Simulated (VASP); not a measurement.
# Ge5H2 in VASP: a series of runs

Runs on Ge5H2. Level: LDA. Tasks: single point.

All numbers are computed with VASP 6.6.1; they aren't measurements. Logs are shortened: lines on timing, memory, paths and dates and some standing lists are left out, and cuts for length are marked.

## (1) The cell of the first run

The cell holds a slab with vacuum, 28 atoms: a = 7.950 Å, b = 7.950 Å, c = 19.378 Å, α = 90.00°, β = 90.00°, γ = 90.00°.

## (2) Single point, LDA

Input file INCAR:

```
PREC = Accurate
ENCUT = 520
EDIFF = 1E-6
ISMEAR = 0
SIGMA = 0.05
LREAL = Auto
LASPH = T
NELM = 80
ALGO = Normal
ISIF = 2
LWAVE = F
LCHARG = F
LDIPOL = T
IDIPOL = 3
DIPOL = 0.5 0.5 0.340
GGA = CA
NBANDS = 164
```

Input file KPOINTS:

```
Automatic mesh
0
Gamma
  3 3 1
```

Input file POSCAR:

```
Ge5H2
1.0
    7.9504584305      0.0000000000      0.0000000000
    0.0000000000      7.9504584305      0.0000000000
    0.0000000000      0.0000000000     19.3782629924
Ge H
20 8
Direct
    0.5000000000      0.5000000000      0.2531929680
    0.5000000000      0.0000000000      0.2531929680
    0.0000000000      0.5000000000      0.2531929680
    0.0000000000      0.0000000000      0.2531929680
    0.7500000000      0.5000000000      0.3257204060
    0.7500000000      0.0000000000      0.3257204060
    0.2500000000      0.5000000000      0.3257204060
    0.2500000000      0.0000000000      0.3257204060
    0.7428940451      0.7484529927      0.3992186602
    0.7428940451      0.2515470073      0.3992186602
    0.2535389170      0.7492236978      0.3944942528
    0.2535389170      0.2507763022      0.3944942528
    0.0000678162      0.7444668814      0.4673052677
    0.0000678162      0.2555331186      0.4673052677
    0.4946890657      0.7245642636      0.4734914295
    0.4946890657      0.2754357364      0.4734914295
    0.0994939561      0.0000000000      0.5179750986
    0.1229148477      0.5000000000      0.5179750986
    0.3987977265      0.0000000000      0.5035724009
    0.4253289119      0.5000000000      0.5592767457
    0.5090621173      0.6542935074      0.2055986752
    0.5090621173      0.3457064926      0.2055986752
    0.5090621173      0.1542935074      0.2055986752
    0.5090621173     -0.1542935074      0.2055986752
   -0.0090621173      0.3457064926      0.2055986752
   -0.0090621173      0.6542935074      0.2055986752
   -0.0090621173     -0.1542935074      0.2055986752
   -0.0090621173      0.1542935074      0.2055986752
```

Potentials or basis: VASP PAW LDA potentials, release 64 (Ge_d, H).

Launch:

```
cat potpaw_LDA.64/Ge_d/POTCAR potpaw_LDA.64/H/POTCAR > POTCAR
mpirun -np 1 vasp_std > vasp.out
```

OUTCAR:

```text
PREC = Accurate
   ENCUT = 520
   EDIFF = 1E-6
   ISMEAR = 0
   LREAL = Auto
   LASPH = T
   NELM = 80
   ISIF = 2
   GGA = CA

 ion  position               nearest neighbor table
   1  0.500  0.500  0.253-  21 1.54  22 1.54   5 2.43   7 2.43
   2  0.500  0.000  0.253-  23 1.54  24 1.54   6 2.43   8 2.43
   3  0.000  0.500  0.253-  25 1.54  26 1.54   5 2.43   7 2.43
   4  0.000  0.000  0.253-  27 1.54  28 1.54   6 2.43   8 2.43
   5  0.750  0.500  0.326-   1 2.43   3 2.43   9 2.44  10 2.44
   6  0.750  0.000  0.326-   2 2.43   4 2.43   9 2.46  10 2.46
[... 8 lines left out ...]
  15  0.495  0.725  0.473-  19 2.39   9 2.45  11 2.46  20 2.50
  16  0.495  0.275  0.473-  19 2.39  10 2.45  12 2.46  20 2.50
  17  0.099  0.000  0.518-  13 2.39  14 2.39  19 2.40
  18  0.123  0.500  0.518-  13 2.39  14 2.39  20 2.53
  19  0.399  0.000  0.504-  15 2.39  16 2.39  17 2.40
  20  0.425  0.500  0.559-  15 2.50  16 2.50  18 2.53
  21  0.509  0.654  0.206-   1 1.54
  22  0.509  0.346  0.206-   1 1.54
  23  0.509  0.154  0.206-   2 1.54
  24  0.509  0.846  0.206-   2 1.54
  25  0.991  0.346  0.206-   3 1.54
  26  0.991  0.654  0.206-   3 1.54
  27  0.991  0.846  0.206-   4 1.54
  28  0.991  0.154  0.206-   4 1.54

  LATTYP: Found a simple tetragonal cell.
 ALAT       =     7.9504584305
 C/A-ratio  =     2.4373768081

  Lattice vectors:

 A1 = (   7.9504584305,   0.0000000000,   0.0000000000)
 A2 = (   0.0000000000,   7.9504584305,   0.0000000000)
 A3 = (   0.0000000000,   0.0000000000,  19.3782629924)

Analysis of symmetry for initial positions (statically):
=====================================================================
 Subroutine PRICEL returns:
 Original cell was already a primitive cell.

 Routine SETGRP: Setting up the symmetry group for a
 simple tetragonal supercell.

 Subroutine GETGRP returns: Found  2 space group operations
 (whereof  2 operations were pure point group operations)
 out of a pool of 16 trial point group operations.

The static configuration has the point symmetry C_1h.

Analysis of symmetry for dynamics (positions and initial velocities):
=====================================================================
 Subroutine PRICEL returns:
 Original cell was already a primitive cell.

 Routine SETGRP: Setting up the symmetry group for a
 simple tetragonal supercell.

 Subroutine GETGRP returns: Found  2 space group operations
 (whereof  2 operations were pure point group operations)
[... 144 lines left out ...]
   NELECT =     288.0000    total number of electrons
   NUPDOWN=      -1.0000    fix difference up-down
   EMIN   =  10.00;   EMAX   =-10.00  energy-range for DOS
   EFERMI =   0.00;   METHOD = LEGACY
   ISMEAR =     0;   SIGMA  =   0.05  broadening in eV -4-tet -1-fermi 0-gaus
   EFERMI_NEDOS =   21; number of points for ismear=-14 and -15
   IALGO  =     38    algorithm
   IMIX   =      4    mixing-type and parameters
     AMIX     =   0.40;   BMIX     =  1.00
     AMIX_MAG =   1.60;   BMIX_MAG =  1.00
  volume/ion in A,a.u.               =      43.75       295.21
  Fermi-wavevector in a.u.,A,eV,Ry     =   1.010429  1.909435 13.891104  1.020967
  Thomas-Fermi vector in A             =   2.143418
   LORBIT       =      0    0 simple, 1 ext, 2 COOP (PROOUT), +10 PAW based schemes
   GGA     = CA    functional components
   LHFCALC =     F    Hartree Fock is set to
   AEXX    =    0.0000 exact exchange contribution
   IVDW    =     0    specifies the selected vdW correction
   LEPSILON=     F    determine dielectric tensor
   LRPA    =     F    only Hartree local field effects (RPA)
 non-spin polarized calculation
 Gauss-broadening in eV      SIGMA  =   0.05
  energy-cutoff  :      520.00
  volume of cell :     1224.90
 maximum number of plane-waves:     33008
 NGX is ok and might be reduce to    60
   NGX = 29   NGY = 29   NGZ = 73

 dipolmoment           0.000000      0.000000     -0.004733 electrons x Angstroem

 number of electron     287.9999893 magnetization

 dipolmoment           0.000000      0.000000      0.045400 electrons x Angstroem

 Free energy of the ion-electron system (eV)
  ---------------------------------------------------
  ext. energy  EPLUGINS =         0.00000000
  ---------------------------------------------------
  free energy    TOTEN  =      -124.10867749 eV

  energy without entropy =     -124.08967589  energy(sigma->0) =     -124.09917669

 E-fermi :  -1.1070     XC(G=0):  -4.7424

 val. band max:       -1.1231344852   @ k =   0.3333   0.0000   0.0000
 cond. band min:      -1.1003878755   @ k =   0.3333   0.3333   0.0000
 fundamental gap:      0.0227466097
 Fermi energy:        -1.1069797504

 k-point     1 :       0.0000    0.0000    0.0000
  band No.  band energies     occupation
      1     -26.0002      2.00000
      2     -25.9956      2.00000
      3     -25.9805      2.00000
      4     -25.9779      2.00000
      5     -25.9668      2.00000
      6     -25.9634      2.00000
[... 625 lines left out ...]
    155       1.8447      0.00000
    156       1.9154      0.00000
 [bands above 156 left out]

------------------------ aborting loop because EDIFF is reached ----------------------------------------

 vacuum level on the upper side and lower side of the slab       (xc-potential included)        -0.129        -0.213

  FORCE on cell =-STRESS in cart. coord.  units (eV):
  Direction    XX          YY          ZZ          XY          YZ          ZX
  --------------------------------------------------------------------------------------
  -------------------------------------------------------------------------------------
  Total       -3.4050533     13.6047137      1.1982844      0.0000000      0.0000000      0.0481597
  in kB       -4.4538472     17.7951151      1.5673691      0.0000000      0.0000000      0.0629934
  external PRESSURE =       4.9695457 kB  Pullay stress =       0.0000000 kB

 VOLUME and BASIS-vectors are now :
 -----------------------------------------------------------------------------
  energy-cutoff  :      520.00
  volume of cell :     1224.90
      direct lattice vectors                 reciprocal lattice vectors
     7.950458431  0.000000000  0.000000000     0.125778911  0.000000000  0.000000000
     0.000000000  7.950458431  0.000000000     0.000000000  0.125778911  0.000000000
     0.000000000  0.000000000 19.378262992     0.000000000  0.000000000  0.051604212

 POSITION                                       TOTAL-FORCE (eV/Angst)
 -----------------------------------------------------------------------------------
      3.97523      3.97523      4.90644        -0.034027      0.000000      0.212346
      3.97523      0.00000      4.90644         0.001183      0.000000      0.199207
      0.00000      3.97523      4.90644        -0.005309      0.000000      0.258677
      0.00000      0.00000      4.90644         0.016452      0.000000      0.245024
      5.96284      3.97523      6.31190        -0.020633      0.000000     -0.125602
      5.96284      0.00000      6.31190        -0.111800      0.000000      0.127665
[... 20 lines left out ...]
      7.87841      6.72375      3.98415         0.008552     -0.005271      0.030145
      7.87841      1.22670      3.98415         0.008552      0.005271      0.030145
 -----------------------------------------------------------------------------------
    total drift:                               -0.000517      0.000000     -0.008076

  FREE ENERGIE OF THE ION-ELECTRON SYSTEM (eV)
  ---------------------------------------------------
  free  energy   TOTEN  =      -124.1086774905 eV

  energy  without entropy=     -124.0896758882  energy(sigma->0) =     -124.09917669

 vacuum level on the upper side and lower side of the slab         3.356         3.271
```

OSZICAR:

```text
N       E                     dE             d eps       ncg     rms          rms(c)
DAV:   1     0.374647792154E+04    0.37465E+04   -0.14032E+05  1636   0.317E+03
DAV:   2     0.686511848528E+03   -0.30600E+04   -0.29823E+04  1568   0.851E+02
DAV:   3    -0.458366026665E+02   -0.73235E+03   -0.70814E+03  1728   0.256E+02
DAV:   4    -0.124721946157E+03   -0.78885E+02   -0.77789E+02  1528   0.943E+01
[... 19 lines left out ...]
DAV:  24    -0.124108669076E+03   -0.44241E-05   -0.57624E-07   888   0.989E-03    0.476E-04
DAV:  25    -0.124108672568E+03   -0.34919E-05   -0.45129E-07   864   0.550E-03    0.367E-04
DAV:  26    -0.124108675403E+03   -0.28357E-05   -0.31112E-07   864   0.538E-03    0.260E-04
DAV:  27    -0.124108676637E+03   -0.12335E-05   -0.17999E-07   872   0.383E-03    0.153E-04
DAV:  28    -0.124108677490E+03   -0.85354E-06   -0.12160E-07   840   0.222E-03
   1 F= -.12410868E+03 E0= -.12409918E+03  d E =-.190016E-01
```

stdout:

```text
POSCAR found type information on POSCAR GeH
 POSCAR found :  2 types and      28 ions
 scaLAPACK will be used
 LDA part: xc-table for (Slater(with rela. corr.)+CA(PZ))
 , standard interpolation
 POSCAR, INCAR and KPOINTS ok, starting setup
 FFT: planning ... GRIDC
 FFT: planning ... GRID_SOFT
 FFT: planning ... GRID
 WAVECAR not read
 entering main loop
```

Run time: 27 min. Hardware: 1 thread of Intel Xeon Platinum 8488C (Sapphire Rapids), shared host; peak memory 1 GiB.

What came out:

```
Free energy            : -124.1087 eV
Largest force          : 0.994 eV/Å
Band gap on the k mesh : zero (bands 144 and 145 overlap by 0.11 eV)
```

Forces in eV/Å, atoms in the order of the input:
```
Ge  -0.034  0.000  0.212
Ge   0.001  0.000  0.199
Ge  -0.005  0.000  0.259
Ge   0.016  0.000  0.245
Ge  -0.021  0.000 -0.126
Ge  -0.112  0.000  0.128
Ge   0.114  0.000 -0.988
Ge   0.049  0.000 -0.687
Ge  -0.001 -0.005 -0.002
Ge  -0.001  0.005 -0.002
Ge  -0.015 -0.029 -0.013
Ge  -0.015  0.029 -0.013
Ge  -0.003  0.030 -0.002
Ge  -0.003 -0.030 -0.002
Ge   0.005 -0.012  0.021
Ge   0.005  0.012  0.021
Ge   0.001  0.000  0.531
Ge   0.003  0.000  0.181
Ge  -0.019  0.000  0.002
Ge   0.026  0.000  0.019
H    0.000 -0.015 -0.021
H    0.000  0.015 -0.021
H   -0.019 -0.003  0.009
H   -0.019  0.003  0.009
H    0.015  0.013 -0.010
H    0.015 -0.013 -0.010
H    0.009 -0.005  0.030
H    0.009  0.005  0.030
```

## (3) Single point, LDA

Input file INCAR:

```
  ALGO = Normal
  DIPOL = 0.5 0.5 0.344
  EDIFF = 1E-7
  ENCUT = 520
  IDIPOL = 3
  ISIF = 2
  ISMEAR = 0
  LASPH = T
  LCHARG = F
  LDIPOL = T
  LREAL = Auto
  LWAVE = F
  NBANDS = 164
  NELM = 80
  PREC = Accurate
  SIGMA = 0.05
```

Input file KPOINTS:

```
k-points
0
Gamma
  3 3 1
```

Input file POSCAR:

```
Ge5H2
1.0
    7.9504584305      0.0000000000      0.0000000000
    0.0000000000      7.9504584305      0.0000000000
    0.0000000000      0.0000000000     19.3782629924
Ge H
20 8
Direct
    0.5000000000      0.5000000000      0.2531929680
    0.5000000000      0.0000000000      0.2531929680
    0.0000000000      0.5000000000      0.2531929680
    0.0000000000      0.0000000000      0.2531929680
    0.7500000000      0.5000000000      0.3257204060
    0.7500000000      0.0000000000      0.3257204060
    0.2500000000      0.5000000000      0.3257204060
    0.2500000000      0.0000000000      0.3257204060
    0.7529841946      0.7493183772      0.4033802188
    0.7529841946      0.2506816228      0.4033802188
    0.2468710029      0.7509289954      0.3980799495
    0.2468710029      0.2490710046      0.3980799495
    0.0052219953      0.7279675352      0.4775927809
    0.0052219953      0.2720324648      0.4775927809
    0.4972126793      0.7239574879      0.4738551397
    0.4972126793      0.2760425121      0.4738551397
    0.0936152703      0.0000000000      0.5296376506
    0.0767153479      0.5000000000      0.5630255760
    0.3917703838      0.0000000000      0.5067028068
    0.4152364861      0.5000000000      0.5575162968
    0.5090621173      0.6542935074      0.2055986752
    0.5090621173      0.3457064926      0.2055986752
    0.5090621173      0.1542935074      0.2055986752
    0.5090621173     -0.1542935074      0.2055986752
   -0.0090621173      0.3457064926      0.2055986752
   -0.0090621173      0.6542935074      0.2055986752
   -0.0090621173     -0.1542935074      0.2055986752
   -0.0090621173      0.1542935074      0.2055986752
```

Potentials or basis: VASP PAW LDA potentials, release 64 (Ge_d, H).

Launch:

```
cat potpaw_LDA.64/Ge_d/POTCAR potpaw_LDA.64/H/POTCAR > POTCAR
mpirun -np 1 vasp_std > vasp.out
```

Wall time 17 min (1 thread of AMD EPYC 9R45 (Zen 5), shared host); peak memory 1 GiB.

The run converged. Its results:

```yaml
Free_energy: -123.9658 eV
Largest_force: 0.479 eV/Å
Band_gap_on_the_k_mesh: zero (bands 144 and 145 overlap by 0.14 eV)
```

Forces on the atoms (eV/Å):
```
Ge   0.033  0.000  0.344
Ge   0.059  0.000  0.346
Ge  -0.062  0.000  0.325
Ge  -0.022  0.000  0.294
Ge   0.093  0.000  0.211
Ge   0.041  0.000  0.351
Ge  -0.012  0.000 -0.468
Ge  -0.122  0.000 -0.419
Ge   0.009  0.011 -0.012
Ge   0.009 -0.011 -0.012
Ge  -0.001  0.000 -0.001
Ge  -0.001  0.000 -0.001
Ge   0.001  0.000  0.003
Ge   0.001  0.000  0.003
Ge  -0.008  0.001  0.017
Ge  -0.008 -0.001  0.017
Ge  -0.012  0.000 -0.479
Ge   0.000  0.000 -0.371
Ge   0.010  0.000  0.003
Ge   0.006  0.000 -0.007
H   -0.023  0.034 -0.031
H   -0.023 -0.034 -0.031
H   -0.030  0.040  0.001
H   -0.030 -0.040  0.001
H    0.037 -0.032 -0.032
H    0.037  0.032 -0.032
H    0.009 -0.033 -0.012
H    0.009  0.033 -0.012
```

Levels at points of the mesh, in eV from the Fermi level:
```tsv
k point	band 140	band 141	band 142	band 143	band 144	band 145	band 146	band 147	band 148	band 149
(0.00, 0.00, 0.00)	-0.79	-0.61	-0.41	-0.17	-0.14	-0.13	0.68	0.87	1.33	1.52
```

(Part 1 of 2 ends here.)

The gap in the log of VASP goes by the Fermi energy; the results here count the filled bands.